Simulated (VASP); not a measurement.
# Zn (Im-3m) in VASP: a series of runs

Zn is run at these levels: BLYP; tasks: single point.

All numbers are computed with VASP 6.6.1; they aren't measurements. Logs are shortened: lines on timing, memory, paths and dates and some standing lists are left out, and cuts for length are marked.

## 1. The cell of the first run

The structure is cubic, space group Im-3m (No. 229). The conventional cell has a = 3.264 Å, b = 3.264 Å, c = 3.264 Å, α = 90.00°, β = 90.00°, γ = 90.00°. Within 3.7 Å of Zn (site symmetry m-3m) lie 14 Zn at 2.83 to 3.26 Å.

## 2. Single point, BLYP

Input file INCAR:

```
PREC = Accurate ; ENCUT = 520
EDIFF = 1E-6 ; ISMEAR = -1
SIGMA = 0.1 ; LREAL = False
LASPH = True ; NELM = 60
ALGO = Normal ; ISIF = 2
LWAVE = False ; LCHARG = True
GGA = B5 ; ALDAX = 1.0
AGGAX = 1.0 ; AGGAC = 1.0
ALDAC = 0.0 ; LELF = True
LVHAR = True ; NBANDS = 12
```

Input file KPOINTS:

```
Automatic mesh
0
Gamma
  14 14 14
```

Input file POSCAR:

```
Zn
1.0
   -1.6320057521      1.6320057521      1.6320057521
    1.6320057521     -1.6320057521      1.6320057521
    1.6320057521      1.6320057521     -1.6320057521
Zn
1
Direct
    0.0000000000      0.0000000000      0.0000000000
```

Potentials or basis: VASP PAW PBE potentials, release 64 (Zn).

On the command line:

```bash
$ cat potpaw_PBE.64/Zn/POTCAR > POTCAR
$ mpirun -np 1 vasp_std > vasp.out
```

OUTCAR:

```text
PREC = Accurate
   ENCUT = 520
   EDIFF = 1E-6
   ISMEAR = -1
   LREAL = False
   LASPH = True
   NELM = 60
   ISIF = 2
   GGA = B5

 ion  position               nearest neighbor table
   1  0.000  0.000  0.000-

  LATTYP: Found a body centered cubic cell.
 ALAT       =     3.2640115042

  Lattice vectors:

 A1 = (  -1.6320057521,   1.6320057521,   1.6320057521)
 A2 = (   1.6320057521,  -1.6320057521,   1.6320057521)
 A3 = (   1.6320057521,   1.6320057521,  -1.6320057521)

Analysis of symmetry for initial positions (statically):
=====================================================================
 Subroutine PRICEL returns:
 Original cell was already a primitive cell.

 Routine SETGRP: Setting up the symmetry group for a
 body centered cubic supercell.

 Subroutine GETGRP returns: Found 48 space group operations
 (whereof 48 operations were pure point group operations)
 out of a pool of 48 trial point group operations.

The static configuration has the point symmetry O_h .

Analysis of symmetry for dynamics (positions and initial velocities):
=====================================================================
 Subroutine PRICEL returns:
 Original cell was already a primitive cell.

 Routine SETGRP: Setting up the symmetry group for a
 body centered cubic supercell.

 Subroutine GETGRP returns: Found 48 space group operations
 (whereof 48 operations were pure point group operations)
 out of a pool of 48 trial point group operations.

The dynamic configuration has the point symmetry O_h .

 Subroutine INISYM returns: Found 48 space group operations
 (whereof 48 operations are pure point group operations),
 and found     1 'primitive' translations

----------------------------------------------------------------------------------------

                                     Primitive cell

  volume of cell :      17.3870

  direct lattice vectors                    reciprocal lattice vectors
    -1.632005752  1.632005752  1.632005752     0.000000000  0.306371469  0.306371469
     1.632005752 -1.632005752  1.632005752     0.306371469  0.000000000  0.306371469
     1.632005752  1.632005752 -1.632005752     0.306371469  0.306371469  0.000000000

  length of vectors
     2.826716881  2.826716881  2.826716881     0.433274687  0.433274687  0.433274687

  position of ions in fractional coordinates (direct lattice)
     0.000000000  0.000000000  0.000000000
[... 81 lines left out ...]
   NFREE  =      0    steps in history (QN), initial steepest desc. (CG)
   ISIF   =      2    stress and relaxation
   ISYM   =      2    0-nonsym 1-usesym 2-fastsym
   POTIM  = 0.5000    time-step for ionic-motion
   TEBEG  =    0.0;   TEEND  =   0.0 temperature during run
   PSTRESS=    0.0 pullay stress
   NELECT =      12.0000    total number of electrons
   NUPDOWN=      -1.0000    fix difference up-down
   EMIN   =  10.00;   EMAX   =-10.00  energy-range for DOS
   EFERMI =   0.00;   METHOD = LEGACY
   ISMEAR =    -1;   SIGMA  =   0.10  broadening in eV -4-tet -1-fermi 0-gaus
   EFERMI_NEDOS =   21; number of points for ismear=-14 and -15
   IALGO  =     38    algorithm
   IMIX   =      4    mixing-type and parameters
     AMIX     =   0.40;   BMIX     =  1.00
     AMIX_MAG =   1.60;   BMIX_MAG =  1.00
  volume/ion in A,a.u.               =      17.39       117.33
  Fermi-wavevector in a.u.,A,eV,Ry     =   1.446750  2.733962 28.478168  2.093086
  Thomas-Fermi vector in A             =   2.564783
   LORBIT       =      0    0 simple, 1 ext, 2 COOP (PROOUT), +10 PAW based schemes
   GGA     = B5    functional components
   LHFCALC =     F    Hartree Fock is set to
   AEXX    =    0.0000 exact exchange contribution
   IVDW    =     0    specifies the selected vdW correction
   LEPSILON=     F    determine dielectric tensor
   LRPA    =     F    only Hartree local field effects (RPA)
 non-spin polarized calculation
  energy-cutoff  :      520.00
  volume of cell :       17.39
 maximum number of plane-waves:       477
 NGX is ok and might be reduce to    24
   NGX = 11   NGY = 11   NGZ = 11

 number of electron      11.9999990 magnetization

 Free energy of the ion-electron system (eV)
  ---------------------------------------------------
  ext. energy  EPLUGINS =         0.00000000
  ---------------------------------------------------
  free energy    TOTEN  =        -0.29407085 eV

  energy without entropy =       -0.28161417  energy(sigma->0) =       -0.28784251

 E-fermi :   2.6450     XC(G=0): -10.3336

 val. band max:        2.6332783733   @ k =  -0.4286  -0.4286   0.1429
 cond. band min:       2.6750727162   @ k =  -0.4286   0.4286   0.3571
 fundamental gap:      0.0417943429
 Fermi energy:         2.6449744341

 k-point     1 :       0.0000    0.0000    0.0000
  band No.  band energies     occupation
      1      -6.6508      2.00000
      2      -4.8842      2.00000
      3      -4.8842      2.00000
      4      -4.8842      2.00000
      5      -4.4825      2.00000
      6      -4.4825      2.00000
      7      19.4646      0.00000
      8      19.4646      0.00000
      9      19.4646      0.00000
     10      22.8434      0.00000
     11      22.8434      0.00000
     12      22.8434      0.00000
[... 331 lines left out ...]
 k-point    24 :       0.3571    0.2857    0.0000
  band No.  band energies     occupation
      1      -5.1365      2.00000
      2      -4.8916      2.00000
      3      -4.7528      2.00000
      4      -4.4733      2.00000
      5      -4.4221      2.00000
      6       2.7473      0.52872
      7       2.9690      0.07537
      8       4.9852      0.00000
      9      12.9145      0.00000
     10      21.8462      0.00000
     11      23.6695      0.00000
     12      23.6944      0.00000

 [... further k-points ...]

------------------------ aborting loop because EDIFF is reached ----------------------------------------

  FORCE on cell =-STRESS in cart. coord.  units (eV):
  Direction    XX          YY          ZZ          XY          YZ          ZX
  --------------------------------------------------------------------------------------
  -------------------------------------------------------------------------------------
  Total        0.0136349      0.0136349      0.0136349     -0.0000000     -0.0000000     -0.0000000
  in kB        1.2564270      1.2564270      1.2564270     -0.0000000     -0.0000000     -0.0000000
  external PRESSURE =       1.2564270 kB  Pullay stress =       0.0000000 kB

 VOLUME and BASIS-vectors are now :
 -----------------------------------------------------------------------------
  energy-cutoff  :      520.00
  volume of cell :       17.39
      direct lattice vectors                 reciprocal lattice vectors
    -1.632005752  1.632005752  1.632005752     0.000000000  0.306371469  0.306371469
     1.632005752 -1.632005752  1.632005752     0.306371469  0.000000000  0.306371469
     1.632005752  1.632005752 -1.632005752     0.306371469  0.306371469  0.000000000

 POSITION                                       TOTAL-FORCE (eV/Angst)
 -----------------------------------------------------------------------------------
      0.00000      0.00000      0.00000         0.000000      0.000000      0.000000
 -----------------------------------------------------------------------------------
    total drift:                               -0.000000      0.000000      0.000000

  FREE ENERGIE OF THE ION-ELECTRON SYSTEM (eV)
  ---------------------------------------------------
  free  energy   TOTEN  =        -0.2940708524 eV

  energy  without entropy=       -0.2816141728  energy(sigma->0) =       -0.28784251
```

Wall time 8.4 s (1 thread of Intel Xeon 6975P-C (Granite Rapids), shared host); peak memory 0.14 GiB.

Results:

```
Free energy            : -0.2941 eV
Pressure               : 0.1 GPa
Band gap on the k mesh : zero (band 6 reaches 6.69 eV, above the bottom of band 7 at 1.43 eV)
```

Caveat: the PAW data sets were made with another functional, which shifts forces and pressure a little.

## 3. Single point, BLYP (volume scaled by 0.88)

Input file INCAR:

```
SYSTEM = Zn
AGGAC = 1.0
AGGAX = 1.0
ALDAC = 0.0
ALDAX = 1.0
ALGO = Normal
EDIFF = 1E-7
ENCUT = 520
GGA = B5
ISIF = 2
ISMEAR = -1
LASPH = .True.
LCHARG = .False.
LREAL = .False.
LWAVE = .False.
NBANDS = 12
NELM = 100
PREC = Accurate
SIGMA = 0.1
```

Input file KPOINTS:

```
k-points
0
Gamma
  15 15 15
  0 0 0
```

Input file POSCAR:

```
Zn
1.0
   -1.5639249535      1.5639249535      1.5639249535
    1.5639249535     -1.5639249535      1.5639249535
    1.5639249535      1.5639249535     -1.5639249535
Zn
1
Direct
    0.0000000000      0.0000000000      0.0000000000
```

Potentials or basis: VASP PAW PBE potentials, release 64 (Zn).

On the command line:

```bash
$ cat potpaw_PBE.64/Zn/POTCAR > POTCAR
$ mpirun -np 1 vasp_std > vasp.out
```

Run time: 9.3 s. Hardware: 1 thread of Intel Xeon 6975P-C (Granite Rapids), shared host; peak memory 0.13 GiB.

The run converged. Its results:

```yaml
Free_energy: -0.2549 eV
Pressure: 6.9 GPa
Band_gap_on_the_k_mesh: zero (band 6 reaches 7.00 eV, above the bottom of band 7 at 2.60 eV)
```

Levels at points of the mesh, in eV from the Fermi level:
```csv
k point,band 2,band 3,band 4,band 5,band 6,band 7,band 8,band 9,band 10,band 11
"(0.00, 0.00, 0.00)",-7.95,-7.95,-7.95,-7.45,-7.45,18.74,18.74,18.74,21.19,21.19
```

Caveat: the PAW data sets were made with another functional, which shifts forces and pressure a little.

## 4. Single point, BLYP (volume scaled by 0.92)

Input file INCAR:

```
SYSTEM = Zn
PREC = Accurate
ENCUT = 520
EDIFF = 1E-7
ISMEAR = -1
SIGMA = 0.1
LREAL = .False.
LASPH = .True.
NELM = 80
ALGO = Normal
ISIF = 2
LWAVE = .False.
LCHARG = .True.
GGA = B5
ALDAX = 1.0
AGGAX = 1.0
AGGAC = 1.0
ALDAC = 0.0
LELF = .True.
LVHAR = .True.
NBANDS = 12
```

Input file KPOINTS:

```
Automatic mesh
0
Gamma
  15 15 15
  0 0 0
```

Input file POSCAR:

```
Zn
1.0
   -1.5872705589      1.5872705589      1.5872705589
    1.5872705589     -1.5872705589      1.5872705589
    1.5872705589      1.5872705589     -1.5872705589
Zn
1
Direct
    0.0000000000      0.0000000000      0.0000000000
```

On the command line:

```bash
$ cat potpaw_PBE.64/Zn/POTCAR > POTCAR
$ mpirun -np 1 vasp_std > vasp.out
```

It took 9.2 s on 1 thread of Intel Xeon 6975P-C (Granite Rapids), shared host; peak memory 0.13 GiB.

Results (log left out):

```yaml
Free_energy: -0.2783 eV
Pressure: 4.0 GPa
Band_gap_on_the_k_mesh: zero (band 6 reaches 6.56 eV, above the bottom of band 7 at 2.20 eV)
```

Levels at points of the mesh, in eV from the Fermi level:
```tsv
k point	band 2	band 3	band 4	band 5	band 6	band 7	band 8	band 9	band 10	band 11
(0.00, 0.00, 0.00)	-7.80	-7.80	-7.80	-7.33	-7.33	18.04	18.04	18.04	20.84	20.84
```

Caveat: the PAW data sets were made with another functional, which shifts forces and pressure a little.

(Part 1 of 2 ends here.)
